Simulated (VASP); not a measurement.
C:

```xyz
2
Lattice="2.1031 -1.2142 -0.0116 2.1031 1.2142 -0.0116 -1.3824 0.0000 3.3144" Properties=species:S:1:pos:R:3 pbc="T T T"
C     3.5052    0.0000   -0.0188
C    -0.6814    0.0000    3.3100
```

| Quantity | Value |
| --- | --- |
| Program | VASP 6.6.1 |
| Task | relaxation of shape and atoms at fixed volume |
| Functional | LDA |
| Potentials or basis | VASP PAW LDA potentials, release 64 (C) |
| Cutoff | 600 eV |
| k mesh | 14 × 14 × 8 |
| Occupations | gaussian, width 0.01 eV |
| Spin | no spin polarisation |

At the start: pressure 6.5 GPa; volume 8.44 Å³/atom.

How do energy, volume and symmetry change on relaxing?

Over 7 steps the energy falls by 3.7 meV/atom; space group R-3m (No. 166, to 0.1 Å) before and after.

The path:
```
step  energy change (eV)  largest force (eV/Å)  pressure (GPa)  volume (Å³)
   1              0.0000                0.0007            6.46        16.89
   2             -0.0070                0.0056           -0.97        16.89
   3             -0.0074                0.0046            0.32        16.89
   4             -0.0074                0.0047            0.21        16.89
   5             -0.0074                0.0032            0.33        16.89
   6             -0.0074                0.0018            0.29        16.89
   7             -0.0074                0.0008            0.28        16.89
```

Final structure:
```yaml
crystal:
  lattice:
    - [2.11793, -1.22278, -0.01169]
    - [2.11793, 1.22278, -0.01169]
    - [-1.39262, 0.00000, 3.26829]
  atoms:
    - { symbol: C, position: [0.83340, 0.83340, 0.00020] }
    - { symbol: C, position: [0.16660, 0.16660, 0.99980] }
```
